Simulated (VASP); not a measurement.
# SiC (R3m) in VASP: notebook

The runs below take SiC through single point, with PBE.

Everything below comes from runs of VASP 6.6.1. Logs are shortened: lines on timing, memory, paths and dates and some standing lists are left out, and cuts for length are marked.

**1. The cell of the first run**

It takes space group R3m (No. 160, trigonal). The conventional cell has a = 3.094 Å, b = 3.094 Å, c = 30.388 Å, α = 90.00°, β = 90.00°, γ = 120.00°. Within 2.5 Å of Si (site symmetry 3m) lie 4 C at 1.90 Å. Si (site symmetry 3m) has 3 C at 1.90 Å within 2.5 Å. Within 2.5 Å of Si (site symmetry 3m) lie 4 C at 1.89 to 1.90 Å. Within 2.5 Å of Si (site symmetry 3m) lie 4 C at 1.89 to 1.90 Å. C (site symmetry 3m) has 4 Si at 1.89 to 1.90 Å within 2.5 Å. C (site symmetry 3m) has 3 Si at 1.89 Å within 2.5 Å. Within 2.5 Å of C (site symmetry 3m) lie 4 Si at 1.90 Å. Within 2.5 Å of C (site symmetry 3m) lie 4 Si at 1.90 Å.

**2. Single point, PBE**

INCAR

```
SYSTEM = SiC
PREC     = Accurate       ! precision mode
ENCUT    = 520            ! plane-wave cutoff, eV
EDIFF    = 1E-7           ! SCF threshold, eV
ISMEAR   = 0              ! smearing method
SIGMA    = 0.05           ! smearing width, eV
LREAL    = .FALSE.        ! projectors in reciprocal space
LASPH    = .TRUE.         ! aspherical terms in the spheres
NELM     = 100            ! most SCF steps
ALGO     = Normal         ! electronic algorithm
ISIF     = 2              ! what is computed and relaxed
LWAVE    = .FALSE.        ! write WAVECAR
LCHARG   = .TRUE.         ! write CHGCAR
GGA      = PE             ! functional
LELF     = .TRUE.         ! ELF
LVHAR    = .TRUE.       
NBANDS   = 26             ! bands
```

KPOINTS

```
regular mesh
0
G
  10 10 3
  0 0 0
```

POSCAR

```
SiC
1.0
   -3.0941201809      0.0000000000      0.0000000000
   -1.5470600905     -2.6795866790      0.0000000000
   -1.5469053844     -0.8931062401     10.1293391998
Si C
4 4
Direct
    0.4686717389      0.4686717389      0.5940441877
    0.3019884056      0.3019884056      0.0940441877
    0.8853116178      0.8853116178      0.3440995566
    0.7186616178      0.7186616178      0.8440995566
    0.5313443849      0.5313443849      0.4060074460
    0.0313610516      0.0313610516      0.9060074460
   -0.0522107150     -0.0522107150      0.1566478097
   -0.2188607150     -0.2188607150      0.6566478097
```

Potentials or basis: VASP PAW PBE potentials, release 64 (Si, C).

Command:

```
$ cat potpaw_PBE.64/Si/POTCAR potpaw_PBE.64/C/POTCAR > POTCAR
$ mpirun -np 1 vasp_std > vasp.out
```

OUTCAR:

```text
SYSTEM = SiC
   PREC = Accurate
   ENCUT = 520
   EDIFF = 1E-7
   ISMEAR = 0
   LREAL = .FALSE.
   LASPH = .TRUE.
   NELM = 100
   ISIF = 2
   GGA = PE

 ion  position               nearest neighbor table
   1  0.469  0.469  0.594-   8 1.90   8 1.90   8 1.90   5 1.90   3 3.10   3 3.10   3 3.10   4 3.10
                             4 3.10   4 3.10
   2  0.302  0.302  0.094-   7 1.90   7 1.90   7 1.90   4 3.10   4 3.10   4 3.10   3 3.10   3 3.10
                             3 3.10
   3  0.885  0.885  0.344-   5 1.89   5 1.89   5 1.89   7 1.90   1 3.10   1 3.10   1 3.10   2 3.10
                             2 3.10   2 3.10
   4  0.719  0.719  0.844-   6 1.89   6 1.89   6 1.89   8 1.90   2 3.10   2 3.10   2 3.10   1 3.10
                             1 3.10   1 3.10
   5  0.531  0.531  0.406-   3 1.89   3 1.89   3 1.89   1 1.90
   6  0.031  0.031  0.906-   4 1.89   4 1.89   4 1.89
   7  0.948  0.948  0.157-   2 1.90   2 1.90   2 1.90   3 1.90
   8  0.781  0.781  0.657-   1 1.90   1 1.90   1 1.90   4 1.90

  LATTYP: Found a base centered monoclinic cell.
 ALAT       =     5.3591733581
 B/A-ratio  =     0.5773502692
 C/A-ratio  =     1.9192557569
 COS(beta)  =    -0.1736610656

  Lattice vectors:

 A1 = (   3.0941201809,   0.0000000000,   0.0000000000)
 A2 = (   1.5470600905,   2.6795866790,   0.0000000000)
 A3 = (  -1.5469053844,  -0.8931062401,  10.1293391998)

Analysis of symmetry for initial positions (statically):
=====================================================================
 Subroutine PRICEL returns:
 Original cell was already a primitive cell.

 Routine SETGRP: Setting up the symmetry group for a
 base centered monoclinic supercell.

 Subroutine GETGRP returns: Found  2 space group operations
 (whereof  2 operations were pure point group operations)
 out of a pool of  4 trial point group operations.

The static configuration has the point symmetry C_1h.

Analysis of symmetry for dynamics (positions and initial velocities):
=====================================================================
 Subroutine PRICEL returns:
 Original cell was already a primitive cell.

 Routine SETGRP: Setting up the symmetry group for a
 base centered monoclinic supercell.

 Subroutine GETGRP returns: Found  2 space group operations
 (whereof  2 operations were pure point group operations)
 out of a pool of  4 trial point group operations.

The dynamic configuration has the point symmetry C_1h.

 Subroutine INISYM returns: Found  2 space group operations
 (whereof  2 operations are pure point group operations),
 and found     1 'primitive' translations

----------------------------------------------------------------------------------------

                                     Primitive cell

  volume of cell :      83.9820

  direct lattice vectors                    reciprocal lattice vectors
    -3.094120181  0.000000000  0.000000000    -0.323193652  0.186595942 -0.032904417
    -1.547060091 -2.679586679  0.000000000     0.000000000 -0.373191884 -0.032904417
    -1.546905384 -0.893106240 10.129339200     0.000000000  0.000000000  0.098723123

  length of vectors
     3.094120181  3.094120181 10.285624320     0.374639670  0.374639670  0.098723123

  position of ions in fractional coordinates (direct lattice)
     0.468671739  0.468671739  0.594044188
     0.301988406  0.301988406  0.094044188
     0.885311618  0.885311618  0.344099557
     0.718661618  0.718661618  0.844099557
     0.531344385  0.531344385  0.406007446
     0.031361052  0.031361052  0.906007446
     0.947789285  0.947789285  0.156647810
     0.781139285  0.781139285  0.656647810

  ion indices of the primitive-cell ions
   primitive index   ion index
                 1           1
                 2           2
                 3           3
                 4           4
                 5           5
                 6           6
                 7           7
                 8           8

[... 23 lines left out ...]
|           W    W    AA    RRRRR   N    N  II  N    N   GGGG   !!!           |
|           W    W   A  A   R    R  NN   N  II  NN   N  G    G  !!!           |
|           W    W  A    A  R    R  N N  N  II  N N  N  G       !!!           |
|           W WW W  AAAAAA  RRRRR   N  N N  II  N  N N  G  GGG   !            |
|           WW  WW  A    A  R   R   N   NN  II  N   NN  G    G                |
|           W    W  A    A  R    R  N    N  II  N    N   GGGG   !!!           |
|                                                                             |
|     Your reciprocal lattice and k-lattice belong to different lattice       |
|     classes:                                                                |
|                                                                             |
|        The reciprocal lattice is rhombohedral (trigonal),                   |
|        whereas your k-lattice is base-centered monoclinic.                  |
|                                                                             |
|     Results are often still useful ...                                      |
|                                                                             |
 -----------------------------------------------------------------------------

 WARNING: IBZKPT: internal override: KBLOWUP is changed to .FALSE.
      ... skipping the blow-up phase ...

 Subroutine IBZKPT returns following result:
 ===========================================

 Found     86 irreducible k-points:

 Following reciprocal coordinates:
            Coordinates               Weight
  0.000000  0.000000  0.000000      1.000000
  0.100000  0.000000  0.000000      4.000000
  0.200000  0.000000  0.000000      4.000000
  0.300000  0.000000 -0.000000      4.000000
  0.400000 -0.000000 -0.000000      4.000000
  0.500000  0.000000  0.000000      2.000000
[... 16 lines left out ...]
  0.300000  0.300000 -0.000000      2.000000
  0.400000  0.300000  0.000000      4.000000
 [... further k-points ...]
   k-points           NKPTS =     86   k-points in BZ     NKDIM =     86   number of bands    NBANDS=     26
   number of dos      NEDOS =    301   number of ions     NIONS =      8
   total plane-waves  NPLWV =  46080
   dimension x,y,z NGX =    24 NGY =   24 NGZ =   80
   dimension x,y,z NGXF=    48 NGYF=   48 NGZF=  160
   ions per type =               4   4
   NGX,Y,Z   is equivalent  to a cutoff of  12.90, 12.90, 12.93 a.u.
   NGXF,Y,Z  is equivalent  to a cutoff of  25.79, 25.79, 25.86 a.u.
 SYSTEM =  SiC
   PREC   = accura    normal or accurate (medium, high low for compatibility)
   ISTART =      0    job   : 0-new  1-cont  2-samecut
   ICHARG =      2    charge: 1-file 2-atom 10-const
   ISPIN  =      1    spin polarized calculation?
   LNONCOLLINEAR =      F non collinear calculations
   LSORBIT =      F    spin-orbit coupling
   LASPH  =      T    aspherical Exc in radial PAW
   ENCUT  =  520.0 eV  38.22 Ry    6.18 a.u.   5.75  5.75 19.12*2*pi/ulx,y,z
   NELM   =    100;   NELMIN=  2; NELMDL= -5     # of ELM steps
   EDIFF  = 0.1E-06   stopping-criterion for ELM
   LREAL  =      F    real-space projection
   EDIFFG = 0.1E-05   stopping-criterion for IOM
   NSW    =      0    number of steps for IOM
   IBRION =     -1    ionic relax: 0-MD 1-quasi-New 2-CG
   NFREE  =      0    steps in history (QN), initial steepest desc. (CG)
   ISIF   =      2    stress and relaxation
   ISYM   =      2    0-nonsym 1-usesym 2-fastsym
   POTIM  = 0.5000    time-step for ionic-motion
   TEBEG  =    0.0;   TEEND  =   0.0 temperature during run
   PSTRESS=    0.0 pullay stress
   NELECT =      32.0000    total number of electrons
   NUPDOWN=      -1.0000    fix difference up-down
   EMIN   =  10.00;   EMAX   =-10.00  energy-range for DOS
   EFERMI =   0.00;   METHOD = LEGACY
   ISMEAR =     0;   SIGMA  =   0.05  broadening in eV -4-tet -1-fermi 0-gaus
   EFERMI_NEDOS =   21; number of points for ismear=-14 and -15
   IALGO  =     38    algorithm
   IMIX   =      4    mixing-type and parameters
     AMIX     =   0.40;   BMIX     =  1.00
     AMIX_MAG =   1.60;   BMIX_MAG =  1.00
  volume/ion in A,a.u.               =      10.50        70.84
  Fermi-wavevector in a.u.,A,eV,Ry     =   1.186851  2.242823 19.165368  1.408615
  Thomas-Fermi vector in A             =   2.323015
   LORBIT       =      0    0 simple, 1 ext, 2 COOP (PROOUT), +10 PAW based schemes
   GGA     = PE    functional components
   LHFCALC =     F    Hartree Fock is set to
   AEXX    =    0.0000 exact exchange contribution
   IVDW    =     0    specifies the selected vdW correction
   LEPSILON=     F    determine dielectric tensor
   LRPA    =     F    only Hartree local field effects (RPA)
 non-spin polarized calculation
 Gauss-broadening in eV      SIGMA  =   0.05
  energy-cutoff  :      520.00
  volume of cell :       83.98
 maximum number of plane-waves:      2280
   NGX = 11   NGY = 11   NGZ = 39

 number of electron      32.0000000 magnetization

 Free energy of the ion-electron system (eV)
  ---------------------------------------------------
  ext. energy  EPLUGINS =         0.00000000
  ---------------------------------------------------
  free energy    TOTEN  =       -57.23951131 eV

  energy without entropy =      -57.23951050  energy(sigma->0) =      -57.23951090

 E-fermi :   8.8210     XC(G=0): -11.3479

 val. band max:        8.6899299053   @ k =   0.1000   0.0000   0.0000
 cond. band min:       8.9451186020   @ k =   0.5000   0.0000   0.0000
 fundamental gap:      0.2551886967
 Fermi energy:         8.8209879101

 k-point     1 :       0.0000    0.0000    0.0000
  band No.  band energies     occupation
      1      -7.3269      2.00000
      2      -6.1819      2.00000
      3      -6.0210      2.00000
      4      -3.7647      2.00000
      5      -0.3568      2.00000
      6       3.6385      2.00000
[... 685 lines left out ...]
     25      16.4980      0.00000
     26      16.9518      0.00000

 [... further k-points ...]
[... 5 lines left out ...]
  --------------------------------------------------------------------------------------
  -------------------------------------------------------------------------------------
  Total       -3.0996108     -3.0978979      6.6479874     -0.0014834     -0.0018431     -0.0031924
  in kB      -59.1332362    -59.1005578    126.8278613     -0.0283003     -0.0351624     -0.0609030
  external PRESSURE =       2.8646891 kB  Pullay stress =       0.0000000 kB

 VOLUME and BASIS-vectors are now :
 -----------------------------------------------------------------------------
  energy-cutoff  :      520.00
  volume of cell :       83.98
      direct lattice vectors                 reciprocal lattice vectors
    -3.094120181  0.000000000  0.000000000    -0.323193652  0.186595942 -0.032904417
    -1.547060091 -2.679586679  0.000000000     0.000000000 -0.373191884 -0.032904417
    -1.546905384 -0.893106240 10.129339200     0.000000000  0.000000000  0.098723123

 POSITION                                       TOTAL-FORCE (eV/Angst)
 -----------------------------------------------------------------------------------
     -3.09412     -1.78639      6.01728         0.000398      0.000230      0.183391
     -1.54706     -0.89320      0.95261        -0.000160     -0.000093     -0.295995
     -4.64118     -2.67959      3.48550        -0.000295     -0.000170      0.631414
     -4.64118     -2.67959      8.55017        -0.000245     -0.000142     -0.094699
     -3.09412     -1.78639      4.11259         0.000354      0.000204     -0.122120
     -1.54706     -0.89320      9.17726         0.001297      0.000749     -1.474828
     -4.64118     -2.67959      1.58674        -0.000469     -0.000271      1.501954
     -4.64118     -2.67959      6.65141        -0.000879     -0.000507     -0.329117
 -----------------------------------------------------------------------------------
    total drift:                               -0.000004     -0.000002     -0.000263

  FREE ENERGIE OF THE ION-ELECTRON SYSTEM (eV)
  ---------------------------------------------------
  free  energy   TOTEN  =       -57.2395113116 eV

  energy  without entropy=      -57.2395104965  energy(sigma->0) =      -57.23951090
```

It took 67 s on 1 thread of Intel Xeon 6975P-C (Granite Rapids), shared host; peak memory 0.28 GiB.

Results:

```yaml
Free_energy: -57.2395 eV
Pressure: 0.3 GPa
Largest_force: 1.502 eV/Å
Band_gap_on_the_k_mesh: 0.26 eV, indirect (least direct gap 0.63 eV)
```

Forces in eV/Å, atoms in the order of the input:
```
Si   0.000  0.000  0.183
Si   0.000  0.000 -0.296
Si   0.000  0.000  0.631
Si   0.000  0.000 -0.095
C    0.000  0.000 -0.122
C    0.001  0.001 -1.475
C    0.000  0.000  1.502
C   -0.001 -0.001 -0.329
```

Caveat: forces of over 1 eV/Å act on the atoms, so gaps and moduli don't describe the material at rest.

**3. Single point, PBE**

This run uses another cell than the first one, of the same volume but with other edges.

INCAR

```
PREC = Accurate ; ENCUT = 520
EDIFF = 1E-6 ; ISMEAR = 0
SIGMA = 0.05 ; LREAL = F
LASPH = T ; NELM = 100
ALGO = Normal ; ISIF = 2
LWAVE = F ; LCHARG = F
GGA = PE ; NBANDS = 26
```

KPOINTS

```
Automatic mesh
0
Gamma
  10 10 3
```

POSCAR

```
SiC
1.0
   -3.0941201809      0.0000000000      0.0000000000
   -1.5470600905     -2.6795866790      0.0000000000
   -3.0942748869     -1.7864804389     10.1293391998
Si C
4 4
Direct
    0.2706174067      0.2706174067      0.5940441877
    0.2706340734      0.2706340734      0.0940441877
    0.7705888256      0.7705888256      0.3440995566
    0.4372388256      0.4372388256      0.8440995566
    0.3959815024      0.3959815024      0.4060074460
   -0.2707018309     -0.2707018309      0.9060074460
   -0.1044370947     -0.1044370947      0.1566478097
   -0.4377870947     -0.4377870947      0.6566478097
```

Potentials or basis: VASP PAW PBE potentials, release 64 (Si, C).

Command:

```
$ cat potpaw_PBE.64/Si/POTCAR potpaw_PBE.64/C/POTCAR > POTCAR
$ mpirun -np 1 vasp_std > vasp.out
```

It took 67 s on 1 thread of Intel Xeon 6975P-C (Granite Rapids), shared host; peak memory 0.28 GiB.

Results (log left out):

```yaml
Free_energy: -58.2320 eV
Pressure: -2.2 GPa
Largest_force: 0.396 eV/Å
Band_gap_on_the_k_mesh: 0.47 eV, indirect (least direct gap 1.50 eV)
```

Forces in eV/Å, atoms in the order of the input:
```
Si   0.000  0.000  0.095
Si   0.000  0.000  0.248
Si   0.000  0.000  0.111
Si   0.000  0.000 -0.396
C    0.000  0.000 -0.047
C    0.000  0.000  0.144
C    0.000  0.000  0.059
C    0.000  0.000 -0.215
```

Stress tensor (GPa, compression positive):
```
-5.07  0.00  0.00
 0.00 -5.07  0.00
 0.00  0.00  3.40
```

Levels at points of the mesh, in eV from the valence-band top:
| k point | band 13 | band 14 | band 15 | band 16 | band 17 | band 18 | band 19 | band 20 |
| --- | --- | --- | --- | --- | --- | --- | --- | --- |
| (0.00, 0.00, 0.00) | -0.76 | -0.39 | -0.39 | 0.00 | 4.17 | 4.88 | 5.54 | 6.15 |
| (0.50, 0.00, 0.00) | -2.66 | -2.61 | -1.48 | -1.41 | 0.76 | 2.61 | 3.08 | 4.68 |
| (0.50, 0.50, 0.00) | -2.66 | -2.61 | -1.47 | -1.41 | 0.76 | 2.61 | 3.08 | 4.68 |
